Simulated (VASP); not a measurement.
# Li7H6Br2O6 (a cell with a defect) in VASP: notebook

Li7H6Br2O6 (a cell with a defect) is run at these levels: PBE; tasks: single point.

Program: VASP 6.6.1. These are calculated values, not measurements. Logs are shortened: lines on timing, memory, paths and dates and some standing lists are left out, and cuts for length are marked.

**1. The cell of the first run**

The cell holds a defect, 21 atoms: a = 5.596 Å, b = 7.808 Å, c = 6.691 Å, α = 90.00°, β = 94.02°, γ = 90.00°.

**2. Single point, PBE**

INCAR reads:

```
PREC = Accurate ; ENCUT = 520
EDIFF = 1E-7 ; ISMEAR = -1
SIGMA = 0.002 ; LREAL = Auto
LASPH = T ; NELM = 100
ALGO = Normal ; ISIF = 2
LWAVE = F ; LCHARG = F
GGA = PE ; NELECT = 78.0
NBANDS = 54
```

KPOINTS reads:

```
Automatic mesh
0
Gamma
  2 1 1
```

POSCAR reads:

```
Li7H6Br2O6
1.0
    5.5961000000      0.0000000000      0.0000000000
    0.0000000000      7.8078690000      0.0000000000
   -0.4693480000      0.0000000000      6.6744480000
Li H Br O
7 6 2 6
Direct
    0.9319503519      0.7068509987      0.0741184889
    0.5653807040      0.4071405399      0.7909418127
    0.6281258737      0.0234378932      0.8547073855
    0.5631213546      0.7710938798      0.3189177592
    0.3283392616      1.0036285189      0.1344830314
    0.3236812953      0.5441049280      0.1183618481
    0.0811277226      0.2731347055      0.8526697639
    0.7683412572      0.4901081204      0.1930646549
    0.7837928062      0.0821222795      0.1403711588
    0.7552090919      0.1940990557      0.6260292986
    0.0932368115      0.7946214262      0.3536022754
    0.1766765096      0.9527311485      0.8023884522
    0.1963860372      0.5182335923      0.7333490350
    0.8322275809      0.7425457574      0.6729095799
    0.1757156074      0.2412694168      0.3117561183
    0.7092784713      0.9640530598      0.1438021541
    0.6757280692      0.5930427368      0.1468885517
    0.7816344760      0.2359798813      0.7678837261
    0.2003458415      0.7392798214      0.2589877095
    0.2671446024      0.4801694291      0.8587826289
    0.2984572432      0.0158814140      0.8848372180
```

Potentials or basis: VASP PAW PBE potentials, release 64 (Li_sv, H, Br, O).

Run with:

```
$ cat potpaw_PBE.64/Li_sv/POTCAR potpaw_PBE.64/H/POTCAR potpaw_PBE.64/Br/POTCAR potpaw_PBE.64/O/POTCAR > POTCAR
$ mpirun -np 1 vasp_std > vasp.out
```

OUTCAR:

```text
PREC = Accurate
   ENCUT = 520
   EDIFF = 1E-7
   ISMEAR = -1
   LREAL = Auto
   LASPH = T
   NELM = 100
   ISIF = 2
   GGA = PE
   NELECT = 78.0

 ion  position               nearest neighbor table
   1  0.932  0.707  0.074-  17 1.78  19 1.89   6 2.53
   2  0.565  0.407  0.791-  18 1.82  20 1.85
   3  0.628  0.023  0.855-  21 1.87  18 1.97  16 2.01
   4  0.563  0.771  0.319-  17 1.94  19 2.06  16 2.11   5 2.51   6 2.55
   5  0.328  0.004  0.134-  21 1.67  16 2.15  15 2.39   4 2.51
   6  0.324  0.544  0.118-  20 1.81  19 1.94  17 2.00   1 2.53   4 2.55
   7  0.081  0.273  0.853-  18 1.76  20 1.92
   8  0.768  0.490  0.193-  17 0.99
   9  0.784  0.082  0.140-  16 1.01
  10  0.755  0.194  0.626-  18 1.00
  11  0.093  0.795  0.354-  19 1.00
  12  0.177  0.953  0.802-  21 0.98
  13  0.196  0.518  0.733-  20 0.95
  14  0.832  0.743  0.673-
  15  0.176  0.241  0.312-   5 2.39
  16  0.709  0.964  0.144-   9 1.01   3 2.01   4 2.11   5 2.15
  17  0.676  0.593  0.147-   8 0.99   1 1.78   4 1.94   6 2.00
  18  0.782  0.236  0.768-  10 1.00   7 1.76   2 1.82   3 1.97
  19  0.200  0.739  0.259-  11 1.00   1 1.89   6 1.94   4 2.06
  20  0.267  0.480  0.859-  13 0.95   6 1.81   2 1.85   7 1.92
  21  0.298  0.016  0.885-  12 0.98   5 1.67   3 1.87

  LATTYP: Found a simple monoclinic cell.
 ALAT       =     5.5961000000
 B/A-ratio  =     1.3952340023
 C/A-ratio  =     1.1956415993
 COS(beta)  =    -0.0701469008

  Lattice vectors:

 A1 = (   5.5961000000,   0.0000000000,   0.0000000000)
 A2 = (   0.0000000000,   7.8078690000,   0.0000000000)
 A3 = (  -0.4693480000,   0.0000000000,   6.6744480000)

Analysis of symmetry for initial positions (statically):
=====================================================================
 Subroutine PRICEL returns:
 Original cell was already a primitive cell.

 Routine SETGRP: Setting up the symmetry group for a
 simple monoclinic supercell.

 Subroutine GETGRP returns: Found  1 space group operations
 (whereof  1 operations were pure point group operations)
 out of a pool of  4 trial point group operations.

The static configuration has the point symmetry C_1 .

Analysis of symmetry for dynamics (positions and initial velocities):
=====================================================================
 Subroutine PRICEL returns:
 Original cell was already a primitive cell.

 Routine SETGRP: Setting up the symmetry group for a
 simple monoclinic supercell.

 Subroutine GETGRP returns: Found  1 space group operations
 (whereof  1 operations were pure point group operations)
 out of a pool of  4 trial point group operations.

The dynamic configuration has the point symmetry C_1 .

 Subroutine INISYM returns: Found  1 space group operations
 (whereof  1 operations are pure point group operations),
 and found     1 'primitive' translations

----------------------------------------------------------------------------------------

                                     Primitive cell

  volume of cell :     291.6308

  direct lattice vectors                    reciprocal lattice vectors
     5.596100000  0.000000000  0.000000000     0.178695877  0.000000000  0.012565916
     0.000000000  7.807869000  0.000000000     0.000000000  0.128075919  0.000000000
    -0.469348000  0.000000000  6.674448000     0.000000000  0.000000000  0.149825124

  length of vectors
     5.596100000  7.807869000  6.690929954     0.179137151  0.128075919  0.149825124

  position of ions in fractional coordinates (direct lattice)
     0.931950352  0.706850999  0.074118489
     0.565380704  0.407140540  0.790941813
     0.628125874  0.023437893  0.854707385
     0.563121355  0.771093880  0.318917759
     0.328339262  0.003628519  0.134483031
     0.323681295  0.544104928  0.118361848
[... 13 lines left out ...]
     0.267144602  0.480169429  0.858782629
     0.298457243  0.015881414  0.884837218

  ion indices of the primitive-cell ions
   primitive index   ion index
                 1           1
                 2           2
                 3           3
                 4           4
                 5           5
                 6           6
[... 13 lines left out ...]
                20          20
                21          21

----------------------------------------------------------------------------------------

 KPOINTS: Automatic mesh

Automatic generation of k-mesh.
 Grid dimensions read from file:
 generate k-points for:    2    1    1

 Generating k-lattice:

  Cartesian coordinates                     Fractional coordinates (reciprocal lattice)
     0.089347939  0.000000000  0.006282958     0.500000000  0.000000000  0.000000000
     0.000000000  0.128075919  0.000000000     0.000000000  1.000000000  0.000000000
     0.000000000  0.000000000  0.149825124     0.000000000  0.000000000  1.000000000

  Length of vectors
     0.089568576  0.128075919  0.149825124

  Shift w.r.t. Gamma in fractional coordinates (k-lattice)
     0.000000000  0.000000000  0.000000000

 Subroutine IBZKPT returns following result:
 ===========================================

 Found      2 irreducible k-points:

 Following reciprocal coordinates:
            Coordinates               Weight
  0.000000  0.000000  0.000000      1.000000
  0.500000  0.000000  0.000000      1.000000
   k-points           NKPTS =      2   k-points in BZ     NKDIM =      2   number of bands    NBANDS=     54
   number of dos      NEDOS =    301   number of ions     NIONS =     21
   total plane-waves  NPLWV = 126000
   dimension x,y,z NGX =    42 NGY =   60 NGZ =   50
   dimension x,y,z NGXF=    84 NGYF=  120 NGZF=  100
   ions per type =               7   6   2   6
   NGX,Y,Z   is equivalent  to a cutoff of  12.48, 12.78, 12.42 a.u.
   NGXF,Y,Z  is equivalent  to a cutoff of  24.95, 25.55, 24.85 a.u.
 SYSTEM =  unknown system
   PREC   = accura    normal or accurate (medium, high low for compatibility)
   ISTART =      0    job   : 0-new  1-cont  2-samecut
   ICHARG =      2    charge: 1-file 2-atom 10-const
   ISPIN  =      1    spin polarized calculation?
   LNONCOLLINEAR =      F non collinear calculations
   LSORBIT =      F    spin-orbit coupling
   LASPH  =      T    aspherical Exc in radial PAW
   ENCUT  =  520.0 eV  38.22 Ry    6.18 a.u.  10.41 14.52 12.44*2*pi/ulx,y,z
   NELM   =    100;   NELMIN=  2; NELMDL= -5     # of ELM steps
   EDIFF  = 0.1E-06   stopping-criterion for ELM
   LREAL  =      T    real-space projection
   EDIFFG = 0.1E-05   stopping-criterion for IOM
   NSW    =      0    number of steps for IOM
   IBRION =     -1    ionic relax: 0-MD 1-quasi-New 2-CG
   NFREE  =      0    steps in history (QN), initial steepest desc. (CG)
   ISIF   =      2    stress and relaxation
   ISYM   =      2    0-nonsym 1-usesym 2-fastsym
   POTIM  = 0.5000    time-step for ionic-motion
   TEBEG  =    0.0;   TEEND  =   0.0 temperature during run
   PSTRESS=    0.0 pullay stress
   NELECT =      78.0000    total number of electrons
   NUPDOWN=      -1.0000    fix difference up-down
   EMIN   =  10.00;   EMAX   =-10.00  energy-range for DOS
   EFERMI =   0.00;   METHOD = LEGACY
   ISMEAR =    -1;   SIGMA  =   0.00  broadening in eV -4-tet -1-fermi 0-gaus
   EFERMI_NEDOS =   21; number of points for ismear=-14 and -15
   IALGO  =     38    algorithm
   IMIX   =      4    mixing-type and parameters
     AMIX     =   0.40;   BMIX     =  1.00
     AMIX_MAG =   1.60;   BMIX_MAG =  1.00
  volume/ion in A,a.u.               =      13.89        93.72
  Fermi-wavevector in a.u.,A,eV,Ry     =   1.054780  1.993245 15.137312  1.112561
  Thomas-Fermi vector in A             =   2.189953
   LORBIT       =      0    0 simple, 1 ext, 2 COOP (PROOUT), +10 PAW based schemes
   GGA     = PE    functional components
   LHFCALC =     F    Hartree Fock is set to
   AEXX    =    0.0000 exact exchange contribution
   IVDW    =     0    specifies the selected vdW correction
   LEPSILON=     F    determine dielectric tensor
   LRPA    =     F    only Hartree local field effects (RPA)
 non-spin polarized calculation
  energy-cutoff  :      520.00
  volume of cell :      291.63
 maximum number of plane-waves:      7861
 NGX is ok and might be reduce to    42
   NGX = 21   NGY = 29   NGZ = 25

 number of electron      78.0000017 magnetization

 Free energy of the ion-electron system (eV)
  ---------------------------------------------------
  ext. energy  EPLUGINS =         0.00000000
  ---------------------------------------------------
  free energy    TOTEN  =       -96.80868211 eV

  energy without entropy =      -96.80868211  energy(sigma->0) =      -96.80868211

 E-fermi :  -1.2880     XC(G=0):  -7.4577

 val. band max:       -1.3912736904   @ k =   0.5000   0.0000   0.0000
 cond. band min:       2.1868224486   @ k =   0.0000   0.0000   0.0000
 fundamental gap:      3.5780961391
 Fermi energy:        -1.2879860451

 k-point     1 :       0.0000    0.0000    0.0000
  band No.  band energies     occupation
      1     -45.0928      2.00000
      2     -44.9633      2.00000
      3     -44.5833      2.00000
      4     -44.5452      2.00000
      5     -44.4910      2.00000
      6     -44.2335      2.00000
[... 43 lines left out ...]
     50       6.9414      0.00000
     51       6.9886      0.00000

 k-point     2 :       0.5000    0.0000    0.0000
  band No.  band energies     occupation
      1     -45.0927      2.00000
      2     -44.9633      2.00000
      3     -44.5831      2.00000
      4     -44.5452      2.00000
      5     -44.4912      2.00000
      6     -44.2335      2.00000
[... 43 lines left out ...]
     50       7.1863      0.00000
     51       7.6526      0.00000
 [bands above 51 left out]

------------------------ aborting loop because EDIFF is reached ----------------------------------------

  FORCE on cell =-STRESS in cart. coord.  units (eV):
  Direction    XX          YY          ZZ          XY          YZ          ZX
  --------------------------------------------------------------------------------------
  -------------------------------------------------------------------------------------
  Total        2.7496028      1.2016632      4.6737422     -0.0833076     -1.0547679      2.2299449
  in kB       15.1059210      6.6017640     25.6768651     -0.4576797     -5.7947428     12.2509953
  external PRESSURE =      15.7948500 kB  Pullay stress =       0.0000000 kB

 VOLUME and BASIS-vectors are now :
 -----------------------------------------------------------------------------
  energy-cutoff  :      520.00
  volume of cell :      291.63
      direct lattice vectors                 reciprocal lattice vectors
     5.596100000  0.000000000  0.000000000     0.178695877  0.000000000  0.012565916
     0.000000000  7.807869000  0.000000000     0.000000000  0.128075919  0.000000000
    -0.469348000  0.000000000  6.674448000     0.000000000  0.000000000  0.149825124

 POSITION                                       TOTAL-FORCE (eV/Angst)
 -----------------------------------------------------------------------------------
      5.18050      5.51900      0.49470        -0.133529      1.027814     -0.372075
      2.79270      3.17890      5.27910         0.122517      0.512495      0.279481
      3.11390      0.18300      5.70470        -0.112402     -0.366921      0.311300
      3.00160      6.02060      2.12860         0.326644      0.025087     -0.262889
      1.77430      0.02833      0.89760         0.326840     -0.588729      1.006921
      1.75580      4.24830      0.79000         0.456919      0.154713      0.355485
[... 13 lines left out ...]
      1.09190      3.74910      5.73190         0.161295     -1.017312      0.510441
      1.25490      0.12400      5.90580        -0.827661      0.444648     -1.896171
 -----------------------------------------------------------------------------------
    total drift:                               -0.001443     -0.018274      0.001131

  FREE ENERGIE OF THE ION-ELECTRON SYSTEM (eV)
  ---------------------------------------------------
  free  energy   TOTEN  =       -96.8086821052 eV

  energy  without entropy=      -96.8086821052  energy(sigma->0) =      -96.80868211
```

It took 78 s on 1 thread of Intel Xeon Platinum 8259CL at 2.50GHz (Skylake/Cascade Lake), shared host; peak memory 0.35 GiB.

What came out:

- Free energy: -96.8087 eV
- Largest force: 2.116 eV/Å

Forces on the atoms (eV/Å):
```
Li  -0.134  1.028 -0.372
Li   0.123  0.512  0.279
Li  -0.112 -0.367  0.311
Li   0.327  0.025 -0.263
Li   0.327 -0.589  1.007
Li   0.457  0.155  0.355
Li   1.007 -0.496  0.368
H   -0.654  0.660  0.069
H   -0.451 -1.640  0.709
H    0.380  0.572  1.167
H    0.816 -0.747 -0.543
H    0.353  0.199  0.117
H   -0.590  0.817 -0.804
Br  -0.220  0.184 -0.218
Br  -0.119  0.597  0.174
O    0.112  1.250 -0.188
O   -0.097 -1.658  0.424
O   -1.059 -0.837 -1.531
O    0.200  0.906  0.324
O    0.161 -1.017  0.510
O   -0.828  0.445 -1.896
```

Caveat: the k points lie up to 0.94 Å⁻¹ apart, too coarse for converged energies, forces and pressures; the cell carries a net charge on a neutralising background, which shifts energy and pressure; the cell is charged against a uniform background, so pressure and absolute levels hang on convention; the cutoff is under 1.25 times the usual one of these potentials, so pressure, stress and relaxed cells hold a basis-set (Pulay) error.

(Part 1 of 2 ends here.)
